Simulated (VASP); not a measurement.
Here is a VASP 6.6.1 calculation.

The input INCAR:

```
PREC     = Accurate       # precision mode
ENCUT    = 520            # plane-wave cutoff, eV
EDIFF    = 1E-7           # SCF threshold, eV
ISMEAR   = 0              # smearing method
SIGMA    = 0.15           # smearing width, eV
LREAL    = F              # projectors in reciprocal space
LASPH    = T              # aspherical terms in the spheres
NELM     = 60             # most SCF steps
ALGO     = Fast           # electronic algorithm
ISIF     = 2              # what is computed and relaxed
LWAVE    = F              # write WAVECAR
LCHARG   = T              # write CHGCAR
GGA      = PS             # functional
LELF     = T              # ELF
LVHAR    = T            
NBANDS   = 18             # bands
```

KPOINTS

```
Automatic mesh
0
Gamma
  18 18 18
```

File POSCAR:

```
BiTe
1.0
    2.4321170278      1.4041834207      3.1093293297
   -2.4321170278      1.4041834207      3.1093293297
    0.0000000000     -2.8083668414      3.1093293297
Bi Te
1 1
Direct
    0.5000000000      0.5000000000      0.5000000000
    0.0000000000      0.0000000000      0.0000000000
```

Potentials or basis: VASP PAW PBE potentials, release 64 (Bi_d, Te).

Run with:

```sh
$ cat potpaw_PBE.64/Bi_d/POTCAR potpaw_PBE.64/Te/POTCAR > POTCAR
$ mpirun -np 1 vasp_std > vasp.out
```

Problem. Estimate the pressure.

Solution. -0.5 GPa.

Problem. Predict the band gap on the k mesh.

Solution. Zero (an odd number of electrons rules out a gap without spin polarisation).

Stress tensor (GPa, compression positive):
```
-0.85  0.00  0.00
 0.00 -0.85  0.00
 0.00  0.00  0.14
```

Caveat: the PAW data sets were made with another functional, which shifts forces and pressure a little; spin-orbit coupling is left out, which moves the levels of the heavy elements.
